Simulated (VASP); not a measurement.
# Gd (P6_3/mmc) in VASP: single point with LDA

Aim: the single point of Gd with LDA.

All numbers are computed with VASP 6.6.1; they aren't measurements. Logs are shortened: lines on timing, memory, paths and dates and some standing lists are left out, and cuts for length are marked.

**1. The cell of the first run**

Symmetry: P6_3/mmc, No. 194, hexagonal system. The conventional cell has a = 3.484 Å, b = 3.484 Å, c = 5.587 Å, α = 90.00°, β = 90.00°, γ = 120.00°. Within 4.5 Å of Gd (site symmetry -6m2) lie 12 Gd at 3.44 to 3.48 Å.

**2. Single point, LDA, collinear spin, ferromagnetic start**

File INCAR:

```
PREC = Accurate
ENCUT = 520
EDIFF = 1E-6
ISMEAR = -1
SIGMA = 0.05
LREAL = F
LASPH = T
NELM = 150
ALGO = Normal
ISIF = 2
LWAVE = F
LCHARG = T
ISPIN = 2
MAGMOM = 7 7
LORBIT = 11
LMAXMIX = 6
GGA = CA
LELF = T
LVHAR = T
NBANDS = 29
```

File KPOINTS:

```
regular mesh
0
Gamma
  10 10 6
```

File POSCAR:

```
Gd
1.0
    3.4841536656      0.0000000000      0.0000000000
   -1.7420768328      3.0173655851      0.0000000000
    0.0000000000      0.0000000000      5.5867162251
Gd
2
Direct
    0.3333333333      0.6666666667      0.2500000000
    0.6666666667      0.3333333333      0.7500000000
```

Potentials or basis: VASP PAW PBE potentials, release 64 (Gd).

Command:

```sh
$ cat potpaw_PBE.64/Gd/POTCAR > POTCAR
$ mpirun -np 1 vasp_std > vasp.out
```

OUTCAR:

```text
PREC = Accurate
   ENCUT = 520
   EDIFF = 1E-6
   ISMEAR = -1
   LREAL = F
   LASPH = T
   NELM = 150
   ISIF = 2
   ISPIN = 2
   LORBIT = 11
   GGA = CA

 ion  position               nearest neighbor table
   1  0.333  0.667  0.250-   2 3.44   2 3.44   2 3.44   2 3.44   2 3.44   2 3.44
   2  0.667  0.333  0.750-   1 3.44   1 3.44   1 3.44   1 3.44   1 3.44   1 3.44

  LATTYP: Found a hexagonal cell.
 ALAT       =     3.4841536656
 C/A-ratio  =     1.6034643593

  Lattice vectors:

 A1 = (   3.4841536656,   0.0000000000,   0.0000000000)
 A2 = (  -1.7420768328,   3.0173655851,   0.0000000000)
 A3 = (   0.0000000000,   0.0000000000,   5.5867162251)

Analysis of symmetry for initial positions (statically):
=====================================================================
 Subroutine PRICEL returns:
 Original cell was already a primitive cell.

 Routine SETGRP: Setting up the symmetry group for a
 hexagonal supercell.

 Subroutine GETGRP returns: Found 24 space group operations
 (whereof 12 operations were pure point group operations)
 out of a pool of 24 trial point group operations.

The static configuration has the point symmetry D_3d.
 The point group associated with its full space group is D_6h.

Analysis of symmetry for dynamics (positions and initial velocities):
=====================================================================
 Subroutine PRICEL returns:
 Original cell was already a primitive cell.

 Routine SETGRP: Setting up the symmetry group for a
 hexagonal supercell.

 Subroutine GETGRP returns: Found 24 space group operations
 (whereof 12 operations were pure point group operations)
 out of a pool of 24 trial point group operations.

The dynamic configuration has the point symmetry D_3d.
 The point group associated with its full space group is D_6h.

Analysis of structural, dynamic, and magnetic symmetry:
=====================================================================
 Subroutine PRICEL returns:
 Original cell was already a primitive cell.

 Routine SETGRP: Setting up the symmetry group for a
 hexagonal supercell.

 Subroutine GETGRP returns: Found 24 space group operations
 (whereof 12 operations were pure point group operations)
 out of a pool of 24 trial point group operations.

The overall configuration has the point symmetry D_3d.
 The point group associated with its full space group is D_6h.

 Subroutine INISYM returns: Found 24 space group operations
 (whereof 12 operations are pure point group operations),
 and found     1 'primitive' translations

----------------------------------------------------------------------------------------

                                     Primitive cell

  volume of cell :      58.7330

  direct lattice vectors                    reciprocal lattice vectors
     3.484153666  0.000000000  0.000000000     0.287013747  0.165707464  0.000000000
    -1.742076833  3.017365585  0.000000000     0.000000000  0.331414929  0.000000000
     0.000000000  0.000000000  5.586716225     0.000000000  0.000000000  0.178996026

  length of vectors
     3.484153666  3.484153666  5.586716225     0.331414929  0.331414929  0.178996026

  position of ions in fractional coordinates (direct lattice)
     0.333333333  0.666666667  0.250000000
     0.666666667  0.333333333  0.750000000

  ion indices of the primitive-cell ions
   primitive index   ion index
                 1           1
                 2           2

----------------------------------------------------------------------------------------

 KPOINTS: regular mesh

Automatic generation of k-mesh.
 Grid dimensions read from file:
 generate k-points for:   10   10    6

 Generating k-lattice:

  Cartesian coordinates                     Fractional coordinates (reciprocal lattice)
     0.028701375  0.016570746  0.000000000     0.100000000  0.000000000  0.000000000
     0.000000000  0.033141493  0.000000000     0.000000000  0.100000000  0.000000000
     0.000000000  0.000000000  0.029832671     0.000000000  0.000000000  0.166666667

  Length of vectors
     0.033141493  0.033141493  0.029832671

  Shift w.r.t. Gamma in fractional coordinates (k-lattice)
     0.000000000  0.000000000  0.000000000

 Subroutine IBZKPT returns following result:
 ===========================================

 Found     56 irreducible k-points:

 Following reciprocal coordinates:
            Coordinates               Weight
  0.000000  0.000000  0.000000      1.000000
  0.100000  0.000000  0.000000      6.000000
  0.200000  0.000000  0.000000      6.000000
  0.300000  0.000000  0.000000      6.000000
  0.400000 -0.000000  0.000000      6.000000
  0.500000  0.000000  0.000000      3.000000
[... 16 lines left out ...]
  0.300000  0.100000  0.166667     24.000000
  0.400000  0.100000  0.166667     24.000000
 [... further k-points ...]
   k-points           NKPTS =     56   k-points in BZ     NKDIM =     56   number of bands    NBANDS=     29
   number of dos      NEDOS =    301   number of ions     NIONS =      2
   total plane-waves  NPLWV =  32928
   dimension x,y,z NGX =    28 NGY =   28 NGZ =   42
   dimension x,y,z NGXF=    56 NGYF=   56 NGZF=   84
   ions per type =               2
   NGX,Y,Z   is equivalent  to a cutoff of  13.36, 13.36, 12.50 a.u.
   NGXF,Y,Z  is equivalent  to a cutoff of  26.72, 26.72, 25.00 a.u.
 SYSTEM =  unknown system
   PREC   = accura    normal or accurate (medium, high low for compatibility)
   ISTART =      0    job   : 0-new  1-cont  2-samecut
   ICHARG =      2    charge: 1-file 2-atom 10-const
   ISPIN  =      2    spin polarized calculation?
   LNONCOLLINEAR =      F non collinear calculations
   LSORBIT =      F    spin-orbit coupling
   LASPH  =      T    aspherical Exc in radial PAW
   ENCUT  =  520.0 eV  38.22 Ry    6.18 a.u.   6.48  6.48 10.39*2*pi/ulx,y,z
   NELM   =    150;   NELMIN=  2; NELMDL= -5     # of ELM steps
   EDIFF  = 0.1E-05   stopping-criterion for ELM
   LREAL  =      F    real-space projection
   EDIFFG = 0.1E-04   stopping-criterion for IOM
   NSW    =      0    number of steps for IOM
   IBRION =     -1    ionic relax: 0-MD 1-quasi-New 2-CG
   NFREE  =      0    steps in history (QN), initial steepest desc. (CG)
   ISIF   =      2    stress and relaxation
   ISYM   =      2    0-nonsym 1-usesym 2-fastsym
   POTIM  = 0.5000    time-step for ionic-motion
   TEBEG  =    0.0;   TEEND  =   0.0 temperature during run
   PSTRESS=    0.0 pullay stress
   NELECT =      36.0000    total number of electrons
   NUPDOWN=      -1.0000    fix difference up-down
   EMIN   =  10.00;   EMAX   =-10.00  energy-range for DOS
   EFERMI =   0.00;   METHOD = LEGACY
   ISMEAR =    -1;   SIGMA  =   0.05  broadening in eV -4-tet -1-fermi 0-gaus
   EFERMI_NEDOS =   21; number of points for ismear=-14 and -15
   IALGO  =     38    algorithm
   IMIX   =      4    mixing-type and parameters
     AMIX     =   0.40;   BMIX     =  1.00
     AMIX_MAG =   1.60;   BMIX_MAG =  1.00
  volume/ion in A,a.u.               =      29.37       198.17
  Fermi-wavevector in a.u.,A,eV,Ry     =   1.390641  2.627931 26.312070  1.933883
  Thomas-Fermi vector in A             =   2.514557
   LORBIT       =     11    0 simple, 1 ext, 2 COOP (PROOUT), +10 PAW based schemes
   GGA     = CA    functional components
   LHFCALC =     F    Hartree Fock is set to
   AEXX    =    0.0000 exact exchange contribution
   IVDW    =     0    specifies the selected vdW correction
   LEPSILON=     F    determine dielectric tensor
   LRPA    =     F    only Hartree local field effects (RPA)
 spin polarized calculation
  energy-cutoff  :      520.00
  volume of cell :       58.73
 maximum number of plane-waves:      1605
 NGX is ok and might be reduce to    28
   NGX = 13   NGY = 13   NGZ = 21

 number of electron      35.9999989 magnetization      14.6347045

 Free energy of the ion-electron system (eV)
  ---------------------------------------------------
  ext. energy  EPLUGINS =         0.00000000
  ---------------------------------------------------
  free energy    TOTEN  =       -23.35523840 eV

  energy without entropy =      -23.31612646  energy(sigma->0) =      -23.33568243

 E-fermi :   3.2226     XC(G=0): -10.7984

 val. band max:        3.2199169896   @ k =   0.4000   0.2000   0.0000
 cond. band min:       3.2294466420   @ k =   0.4000   0.2000   0.3333
 fundamental gap:      0.0095296524
 Fermi energy:         3.2226331838

 spin component 1

 k-point     1 :       0.0000    0.0000    0.0000
  band No.  band energies     occupation
      1     -41.3498      1.00000
      2     -41.2323      1.00000
      3     -19.4872      1.00000
      4     -18.5823      1.00000
      5     -18.5823      1.00000
      6     -18.4327      1.00000
[... 21 lines left out ...]
     28       5.0036      0.00000
     29       5.4559      0.00000
[... 705 lines left out ...]
 k-point    24 :       0.4000    0.1000    0.1667
  band No.  band energies     occupation
      1     -41.2406      1.00000
      2     -41.2070      1.00000
      3     -19.3586      1.00000
      4     -19.1996      1.00000
      5     -18.9537      1.00000
      6     -18.8198      1.00000
[... 21 lines left out ...]
     28       4.9714      0.00000
     29       5.3150      0.00000

 [... further k-points ...]

 spin component 2

 k-point     1 :       0.0000    0.0000    0.0000
  band No.  band energies     occupation
      1     -38.4754      1.00000
      2     -38.3309      1.00000
      3     -17.4727      1.00000
      4     -16.3834      1.00000
      5     -16.3834      1.00000
      6     -16.2083      1.00000
[... 21 lines left out ...]
     28       5.9520      0.00000
     29       6.4837      0.00000
[... 705 lines left out ...]
 k-point    24 :       0.4000    0.1000    0.1667
  band No.  band energies     occupation
      1     -38.3408      1.00000
      2     -38.2996      1.00000
      3     -17.3197      1.00000
      4     -17.1274      1.00000
      5     -16.8338      1.00000
      6     -16.6698      1.00000
[... 21 lines left out ...]
     28       5.9973      0.00000
     29       6.3080      0.00000

 [... further k-points ...]
[... 5 lines left out ...]
  --------------------------------------------------------------------------------------
  -------------------------------------------------------------------------------------
  Total       -0.0203954     -0.0203954     -0.0205558      0.0000000      0.0000000      0.0000000
  in kB       -0.5563673     -0.5563673     -0.5607418      0.0000000      0.0000000      0.0000000
  external PRESSURE =      -0.5578255 kB  Pullay stress =       0.0000000 kB

 VOLUME and BASIS-vectors are now :
 -----------------------------------------------------------------------------
  energy-cutoff  :      520.00
  volume of cell :       58.73
      direct lattice vectors                 reciprocal lattice vectors
     3.484153666  0.000000000  0.000000000     0.287013747  0.165707464  0.000000000
    -1.742076833  3.017365585  0.000000000     0.000000000  0.331414929  0.000000000
     0.000000000  0.000000000  5.586716225     0.000000000  0.000000000  0.178996026

 POSITION                                       TOTAL-FORCE (eV/Angst)
 -----------------------------------------------------------------------------------
     -0.00000      2.01158      1.39668         0.000000     -0.000000      0.000000
      1.74208      1.00579      4.19004        -0.000000      0.000000      0.000000
 -----------------------------------------------------------------------------------
    total drift:                               -0.000000      0.000000     -0.000000

  FREE ENERGIE OF THE ION-ELECTRON SYSTEM (eV)
  ---------------------------------------------------
  free  energy   TOTEN  =       -23.3552384038 eV

  energy  without entropy=      -23.3161264616  energy(sigma->0) =      -23.33568243

 total charge

# of ion       s       p       d       f       tot
--------------------------------------------------
    1        2.079   5.521   0.635   7.019  15.255
    2        2.079   5.521   0.635   7.019  15.255
--------------------------------------------------
tot          4.159  11.042   1.270  14.039  30.510

 magnetization (x)

# of ion       s       p       d       f       tot
--------------------------------------------------
    1        0.006  -0.036   0.162   6.755   6.887
    2        0.006  -0.036   0.162   6.755   6.887
--------------------------------------------------
tot          0.012  -0.072   0.324  13.511  13.774
```

Run time: 10 min. Hardware: 1 thread of Intel Xeon Platinum 8259CL at 2.50GHz (Skylake/Cascade Lake), shared host; peak memory 0.28 GiB.

Results:

* Free energy: -23.3552 eV
* Pressure: -0.1 GPa
* Net moment: 14.63 μB per cell
* Site moments: Gd +6.89 μB
* Valence electrons inside the program's atomic spheres: Gd 15.26

Levels at points of the mesh, in eV from the Fermi level:
Spin up:
| k point | band 22 | band 23 | band 24 | band 25 | band 26 | band 27 | band 28 | band 29 |
| --- | --- | --- | --- | --- | --- | --- | --- | --- |
| (0.00, 0.00, 0.00) | -4.12 | -4.12 | -2.50 | 1.51 | 1.51 | 1.65 | 1.78 | 2.23 |
| (0.50, 0.00, 0.00) | -4.13 | -1.98 | -1.91 | -1.41 | 0.51 | 1.23 | 1.45 | 2.11 |
| (0.00, 0.00, 0.50) | -4.12 | -3.38 | -3.38 | 0.71 | 0.71 | 1.43 | 1.43 | 1.43 |
| (0.50, 0.00, 0.50) | -4.16 | -2.25 | -2.25 | -0.41 | -0.41 | 2.22 | 2.22 | 2.98 |
Spin down:
```csv
k point,band 8,band 9,band 10,band 11,band 12,band 13
"(0.00, 0.00, 0.00)",-19.40,-4.35,-1.79,0.31,0.37,0.43
"(0.50, 0.00, 0.00)",-19.58,-1.25,-1.23,-0.80,0.37,0.45
"(0.00, 0.00, 0.50)",-19.52,-2.65,-2.65,0.20,0.20,0.47
"(0.50, 0.00, 0.50)",-19.73,-1.59,-1.59,0.04,0.04,0.50
```

Caveat: the PAW data sets were made with another functional, which shifts forces and pressure a little; spin-orbit coupling is left out, which moves the levels of the heavy elements.
